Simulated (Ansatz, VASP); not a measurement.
## Al: VASP beside Ansatz

```
Al
1.0
     2.81442    0.00000    0.00000
    -1.40721    2.43736    0.00000
     0.00000    0.00000    9.24105
Al
4
Direct
  0.71374 0.75096 0.00000
  0.33333 0.66667 0.25000
  0.28626 0.24904 0.50000
  0.66667 0.33333 0.75000
```

Change from the starting cell: mode 4 frozen in at -0.455 Å and mode 5 at -0.607 Å (largest displacements).

Alike in both runs: task single point; functional PBE; dispersion D3(BJ); k mesh 18 × 18 × 4; occupations gaussian, width 0.15 eV; no spin polarisation.

```csv
,VASP,Ansatz
version,VASP 6.6.1,Ansatz 0.2.0
potentials or method,"VASP PAW PBE potentials, release 64 (Al), cutoff 520 eV","scalar-relativistic, plane waves, PAW"
valence electrons in the cell,12,12
```

VASP gave:

* gap on the k mesh at the Fermi level (eV): none
* pressure (GPa): 4.4
* traceless stress, the component that is largest in VASP (GPa): 7.18
* rms of the force components (eV/Å): 0.385

**Question.** Which values does Ansatz return?

**Answer.** gap on the k mesh at the Fermi level (eV): none; pressure (GPa): 4.4; traceless stress, the component that is largest in VASP (GPa): 7.17; rms of the force components (eV/Å): 0.385.

Atom by atom the forces differ by 0.000 eV/Å (rms over components). A gap of «none» marks a metal or a gap that the smearing closes.
